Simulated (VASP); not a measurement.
Wanted: the native input for a VASP 6.6.1 run.

| Item | Value |
| --- | --- |
| Task | single point |
| Functional | PBE |
| Potentials or basis | VASP PAW PBE potentials, release 64 (B) |
| Cutoff | 520 eV |
| k mesh | 24 × 24 × 24 |
| Occupations | fermi-dirac, width 0.05 eV |
| Spin | no spin polarisation |
| Dipole correction | no |
| Further INCAR settings | ALGO = Normal; EDIFF = 1e-06; NBANDS = 8 |

The structure of B lies in POSCAR:

```
B
1.0
    0.0000000000      1.2601893106      1.2601893106
    1.2601893106      0.0000000000      1.2601893106
    1.2601893106      1.2601893106      0.0000000000
B
1
Direct
    0.0000000000      0.0000000000      0.0000000000
```

This cell differs from its parent crystal: volume scaled by 0.68.

The input as run:

INCAR

```
SYSTEM = B
PREC = Accurate ; ENCUT = 520
EDIFF = 1E-6 ; ISMEAR = -1
SIGMA = 0.05 ; LREAL = .FALSE.
LASPH = .TRUE. ; NELM = 60
ALGO = Normal ; ISIF = 2
LWAVE = .FALSE. ; LCHARG = .FALSE.
GGA = PE ; NBANDS = 8
```

KPOINTS

```
Automatic mesh
0
G
  24 24 24
  0 0 0
```

Potentials or basis: VASP PAW PBE potentials, release 64 (B).

Command:

```console
$ cat potpaw_PBE.64/B/POTCAR > POTCAR
$ mpirun -np 1 vasp_std > vasp.out
```

Results of the run:

```json
{
 "Pressure": "210.9 GPa"
}
```

Run time: 22 s on 1 thread of AMD EPYC 7R13 (shared host), peak memory 0.08 GiB.
